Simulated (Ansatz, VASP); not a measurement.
## Ga3BAs2 in VASP and in Ansatz

Contents of INCAR:

```
PREC = Accurate
ENCUT = 520
EDIFF = 1E-6
ISMEAR = 0
SIGMA = 0.1
LREAL = F
LASPH = T
NELM = 60
ALGO = Normal
ISIF = 2
LWAVE = F
LCHARG = F
GGA = PE
NBANDS = 35
```

The input KPOINTS:

```
regular mesh
0
Gamma
  3 3 6
```

The input POSCAR:

```
Ga3BAs2
1.0
    5.9462690300      0.0000000000      0.0000000000
   -2.9731345200      5.1496200400      0.0000000000
    0.0000000000      0.0000000000      3.4063883000
Ga B As
3 1 2
Direct
    0.5000000000      0.0000000000      0.5000000000
    0.5000000000      0.5000000000      0.5000000000
    0.0000000000      0.5000000000      0.5000000000
    0.0000000000      0.0000000000      0.0000000000
    0.3333333300      0.6666666700      0.0000000000
    0.6666666700      0.3333333300      0.0000000000
```

Input for Ansatz:

```yaml
crystal:
  lattice:
    - [5.94626903, 0.0, 0.0]
    - [-2.97313452, 5.14962004, 0.0]
    - [0.0, 0.0, 3.4063883]
  atoms:
    - { symbol: Ga, position: [0.5, 0.0, 0.5] }
    - { symbol: Ga, position: [0.5, 0.5, 0.5] }
    - { symbol: Ga, position: [0.0, 0.5, 0.5] }
    - { symbol: B, position: [0.0, 0.0, 0.0] }
    - { symbol: As, position: [0.33333333, 0.66666667, 0.0] }
    - { symbol: As, position: [0.66666667, 0.33333333, 0.0] }
basis:
  ecutwfc: 420
kpoints:
  mp_grid: { grid: [3, 3, 6] }
hamiltonian:
  xc: pbe
scf:
  occupations: { method: gaussian, width: 0.1 }
  lower_state_search: "off"
output:
  forces: true
  stress: true
  eigenvalues: true
```

Change from the starting cell: species swapped into the LaB2Rh3 type (P6/mmm, No. 191).

Alike in both runs: task single point; functional PBE; k mesh 3 × 3 × 6; occupations gaussian, width 0.1 eV; no spin polarisation.

|  | VASP | Ansatz |
| --- | --- | --- |
| version | VASP 6.6.1 | Ansatz 0.2.0 |
| potentials or method | VASP PAW PBE potentials, release 64 (Ga_d, B, As), cutoff 520 eV | scalar-relativistic, plane waves, PAW |
| valence electrons in the cell | 52 | 72 |

Ansatz gave:

| Item | Value |
| --- | --- |
| gap on the k mesh at the Fermi level (eV) | none |
| pressure (GPa) | 21.4 |
| traceless stress, the component that is largest in VASP (GPa) | 3.84 |

Task: Which values does VASP return?

Result: gap on the k mesh at the Fermi level (eV): none; pressure (GPa): 21.8; traceless stress, the component that is largest in VASP (GPa): 4.01.

A gap of «none» marks a metal or a gap that the smearing closes. VASP's potentials hold 52 valence electrons a cell and Ansatz's 72, so a difference there can come from the potentials and not from the codes.

The k mesh is coarse, so the values compare programs but aren't converged.
